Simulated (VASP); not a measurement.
Set up this calculation in VASP 6.6.1, as the native input.

| Property | Result |
| --- | --- |
| Task | single point |
| Functional | RPBE |
| Potentials or basis | VASP PAW PBE potentials, release 64 (W_sv, S) |
| Cutoff | 500 eV |
| k mesh | 7 × 7 × 1 |
| Occupations | fermi-dirac, width 0.05 eV |
| Spin | no spin polarisation |
| Dipole correction | no |
| Further INCAR settings | ALGO = Normal; EDIFF = 1e-06; NBANDS = 49 |

The structure of WS2 lies in POSCAR:

```
WS2
1.0
    3.2103802166      0.0000000000      0.0000000000
   -1.6051901083      2.7802708234      0.0000000000
    0.0000000000      0.0000000000     29.2472817512
W S
3 6
Direct
    0.6666666667      0.3333333333      0.3790942297
    0.6666666667      0.3333333333      0.9399937657
    0.0000000000      0.0000000000      0.6600900911
    0.6666666667      0.3333333333      0.6063288062
    0.0000000000      0.0000000000      0.3253179649
    0.0000000000      0.0000000000      0.8862191777
    0.6666666667      0.3333333333      0.7138513720
    0.0000000000      0.0000000000      0.4328687541
    0.0000000000      0.0000000000      0.9937698287
```

One way to write it, as run:

INCAR

```
SYSTEM = WS2
PREC = Accurate
ENCUT = 500
EDIFF = 1E-6
ISMEAR = -1
SIGMA = 0.05
LREAL = .FALSE.
LASPH = .TRUE.
NELM = 120
ALGO = Normal
ISIF = 2
LWAVE = .FALSE.
LCHARG = .FALSE.
GGA = RP
NBANDS = 49
GGA_COMPAT = .FALSE.
```

KPOINTS

```
Automatic mesh
0
G
  7 7 1
  0 0 0
```

Potentials or basis: VASP PAW PBE potentials, release 64 (W_sv, S).

Command:

```bash
$ cat potpaw_PBE.64/W_sv/POTCAR potpaw_PBE.64/S/POTCAR > POTCAR
$ mpirun -np 1 vasp_std > vasp.out
```

It gave:

```
Largest force          : 0.012 eV/Å
Band gap on the k mesh : 1.95 eV (least direct gap 2.36 eV)
```

Caveat: there is no dipole correction, which matters where the two faces differ; the PAW data sets were made with another functional, which shifts forces and pressure a little; spin-orbit coupling is left out, which moves the levels of the heavy elements.

It took 3.9 min on 1 thread of AMD EPYC 7R13, with other jobs on the host, peak memory 0.34 GiB.
